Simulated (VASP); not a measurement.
# SrTiO3 (P4/mmm) in VASP: a series of runs, part 2 of 2

VASP 6.6.1.

**4. Electric field gradients, PBE (zz strain of +3 %)**

File INCAR:

```
SYSTEM = SrTiO3
PREC     = Accurate       ! precision mode
ENCUT    = 520            ! plane-wave cutoff, eV
EDIFF    = 1E-8           ! SCF threshold, eV
ISMEAR   = -1             ! smearing method
SIGMA    = 0.05           ! smearing width, eV
LREAL    = .FALSE.        ! projectors in reciprocal space
LASPH    = .TRUE.         ! aspherical terms in the spheres
NELM     = 80             ! most SCF steps
ALGO     = Normal         ! electronic algorithm
ISIF     = 2              ! what is computed and relaxed
LWAVE    = .FALSE.        ! write WAVECAR
LCHARG   = .FALSE.        ! write CHGCAR
GGA      = PE             ! functional
LEFG     = .TRUE.       
NBANDS   = 28             ! bands
```

File KPOINTS:

```
regular mesh
0
G
  7 7 7
  0 0 0
```

File POSCAR:

```
SrTiO3
1.0
    3.9050000000      0.0000000000      0.0000000000
    0.0000000000      3.9050000000      0.0000000000
    0.0000000000      0.0000000000      4.0221500000
Sr Ti O
1 1 3
Direct
    0.0000000000      0.0000000000      0.0000000000
    0.5000000000      0.5000000000      0.5000000000
    0.0000000000      0.5000000000      0.5000000000
    0.5000000000      0.0000000000      0.5000000000
    0.5000000000      0.5000000000      0.0000000000
```

Potentials or basis: VASP PAW PBE potentials, release 64 (Sr_sv, Ti_sv, O).

The run is started by

```sh
$ cat potpaw_PBE.64/Sr_sv/POTCAR potpaw_PBE.64/Ti_sv/POTCAR potpaw_PBE.64/O/POTCAR > POTCAR
$ mpirun -np 1 vasp_std > vasp.out
```

OUTCAR:

```text
SYSTEM = SrTiO3
   PREC = Accurate
   ENCUT = 520
   EDIFF = 1E-8
   ISMEAR = -1
   LREAL = .FALSE.
   LASPH = .TRUE.
   NELM = 80
   ISIF = 2
   GGA = PE

 ion  position               nearest neighbor table
   1  0.000  0.000  0.000-   5 2.76   5 2.76   5 2.76   5 2.76   4 2.80   3 2.80   4 2.80   3 2.80
                             4 2.80   3 2.80   4 2.80   3 2.80   2 3.42   2 3.42   2 3.42   2 3.42
   2  0.500  0.500  0.500-   3 1.95   4 1.95   4 1.95   3 1.95   5 2.01   5 2.01   1 3.42   1 3.42
                             1 3.42   1 3.42   1 3.42   1 3.42   1 3.42   1 3.42
   3  0.000  0.500  0.500-   2 1.95   2 1.95   1 2.80   1 2.80   1 2.80   1 2.80
   4  0.500  0.000  0.500-   2 1.95   2 1.95   1 2.80   1 2.80   1 2.80   1 2.80
   5  0.500  0.500  0.000-   2 2.01   2 2.01   1 2.76   1 2.76   1 2.76   1 2.76

  LATTYP: Found a simple tetragonal cell.
 ALAT       =     3.9050000000
 C/A-ratio  =     1.0300000000

  Lattice vectors:

 A1 = (   3.9050000000,   0.0000000000,   0.0000000000)
 A2 = (   0.0000000000,   3.9050000000,   0.0000000000)
 A3 = (   0.0000000000,   0.0000000000,   4.0221500000)

Analysis of symmetry for initial positions (statically):
=====================================================================
 Subroutine PRICEL returns:
 Original cell was already a primitive cell.

 Routine SETGRP: Setting up the symmetry group for a
 simple tetragonal supercell.

 Subroutine GETGRP returns: Found 16 space group operations
 (whereof 16 operations were pure point group operations)
 out of a pool of 16 trial point group operations.

The static configuration has the point symmetry D_4h.

[... 924 lines left out ...]
  -------------------------------------------------------------------------------------
  Total        0.7334741      0.7334741     -1.5773195      0.0000000      0.0000000      0.0000000
  in kB       19.1599794     19.1599794    -41.2031033      0.0000000      0.0000000      0.0000000
  external PRESSURE =      -0.9610482 kB  Pullay stress =       0.0000000 kB

 VOLUME and BASIS-vectors are now :
 -----------------------------------------------------------------------------
  energy-cutoff  :      520.00
  volume of cell :       61.33
      direct lattice vectors                 reciprocal lattice vectors
     3.905000000  0.000000000  0.000000000     0.256081946  0.000000000  0.000000000
     0.000000000  3.905000000  0.000000000     0.000000000  0.256081946  0.000000000
     0.000000000  0.000000000  4.022150000     0.000000000  0.000000000  0.248623249

 POSITION                                       TOTAL-FORCE (eV/Angst)
 -----------------------------------------------------------------------------------
      0.00000      0.00000      0.00000         0.000000      0.000000      0.000000
      1.95250      1.95250      2.01107         0.000000      0.000000      0.000000
      0.00000      1.95250      2.01107         0.000000      0.000000      0.000000
      1.95250      0.00000      2.01107         0.000000      0.000000      0.000000
      1.95250      1.95250      0.00000         0.000000      0.000000      0.000000
 -----------------------------------------------------------------------------------
    total drift:                                0.000000      0.000000     -0.000000

  FREE ENERGIE OF THE ION-ELECTRON SYSTEM (eV)
  ---------------------------------------------------
  free  energy   TOTEN  =       -40.0808022104 eV

  energy  without entropy=      -40.0808022089  energy(sigma->0) =      -40.08080221

 Electric field gradients (V/A^2)
---------------------------------------------------------------------
 ion       V_xx      V_yy      V_zz      V_xy      V_xz      V_yz
---------------------------------------------------------------------
   1      -2.291    -2.291     4.582     0.000     0.000     0.000
   2     -13.615   -13.615    27.231    -0.000    -0.000     0.000
   3      10.059   -10.236     0.177    -0.000     0.000    -0.000
   4     -10.236    10.059     0.177    -0.000    -0.000    -0.000
   5     -11.320   -11.320    22.641    -0.000     0.000     0.000
---------------------------------------------------------------------

 Electric field gradients after diagonalization (V/A^2)
 (convention: |V_zz| > |V_xx| > |V_yy|)
----------------------------------------------------------------------
 ion       V_xx      V_yy      V_zz     asymmetry (V_yy - V_xx)/ V_zz
----------------------------------------------------------------------
   1      -2.291    -2.291     4.582       0.000
   2     -13.615   -13.615    27.231       0.000
   3      10.059     0.177   -10.236       0.965
   4      10.059     0.177   -10.236       0.965
   5     -11.320   -11.320    22.641       0.000
----------------------------------------------------------------------

           NMR quadrupolar parameters

 Cq : quadrupolar parameter    Cq=e*Q*V_zz/h
 eta: asymmetry parameters     (V_yy - V_xx)/ V_zz
 Q  : nuclear electric quadrupole moment in mb (millibarn)
----------------------------------------------------------------------
 ion       Cq(MHz)       eta       Q (mb)
----------------------------------------------------------------------
   1       0.011       0.000       1.000
   2       0.066       0.000       1.000
   3      -0.025       0.965       1.000
   4      -0.025       0.965       1.000
   5       0.055       0.000       1.000
----------------------------------------------------------------------
```

stdout:

```text
POSCAR found type information on POSCAR SrTiO
 POSCAR found :  3 types and       5 ions
 scaLAPACK will be used
 LDA part: xc-table for (Slater+PW92), standard interpolation
 POSCAR, INCAR and KPOINTS ok, starting setup
 FFT: planning ... GRIDC
 FFT: planning ... GRID_SOFT
 FFT: planning ... GRID
 WAVECAR not read
 entering main loop
ion   1

ion   2

ion   3

ion   4

ion   5
```

It took 3.6 min on 1 thread of AMD EPYC 7R13, shared host; peak memory 0.19 GiB.

Results:

```yaml
Free_energy: -40.0808 eV
Pressure: -0.1 GPa
Band_gap_on_the_k_mesh: 1.84 eV, indirect (least direct gap 2.15 eV)
```

Electric field gradients, principal values (V/Å²):
```
atom    least   middle  greatest (by size)
1 Sr   -2.291   -2.291               4.582
2 Ti  -13.615  -13.615              27.231
 3 O    0.177   10.059             -10.236
 4 O    0.177   10.059             -10.236
 5 O  -11.320  -11.320              22.641
```

Caveat: the cell differs from its parent crystal (zz strain of +3 %); without QUAD_EFG the Cq values of the log hold for a quadrupole moment of 1 mb, not for the nuclei. A k mesh can miss the band edges.
